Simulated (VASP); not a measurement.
Input of a VASP 6.6.1 run:

Contents of INCAR:

```
SYSTEM = NbSb
ALGO = Normal
EDIFF = 1E-8
ENCUT = 520
GGA = PE
ISIF = 2
ISMEAR = -1
LASPH = .TRUE.
LCHARG = .FALSE.
LEFG = .TRUE.
LREAL = .FALSE.
LWAVE = .FALSE.
NBANDS = 16
NELM = 60
PREC = Accurate
SIGMA = 0.05
```

File KPOINTS:

```
k-points
0
G
  11 11 10
  0 0 0
```

The input POSCAR:

```
NbSb
1.0
    3.6311260875      0.0000000000      0.0000000000
   -1.8155630438      3.1446474361      0.0000000000
    0.0000000000      0.0000000000      3.8509341332
Nb Sb
1 1
Direct
    0.0000000000      0.0000000000      0.0000000000
    0.3333333333      0.6666666667      0.5000000000
```

Potentials or basis: VASP PAW PBE potentials, release 64 (Nb_sv, Sb).

Command:

```console
$ cat potpaw_PBE.64/Nb_sv/POTCAR potpaw_PBE.64/Sb/POTCAR > POTCAR
$ mpirun -np 1 vasp_std > vasp.out
```

Predict the pressure.

-3.8 GPa.

What does it give for the band gap on the k mesh?

Zero (band 9 reaches 9.94 eV, above the bottom of band 10 at 9.67 eV).

Electric field gradients, principal values (V/Å²):
```
atom   least  middle  greatest (by size)
1 Nb  -3.718  -3.719               7.437
2 Sb  34.233  34.234             -68.467
```

Caveat: without QUAD_EFG the Cq values of the log hold for a quadrupole moment of 1 mb, not for the nuclei; spin-orbit coupling is left out, which moves the levels of the heavy elements.
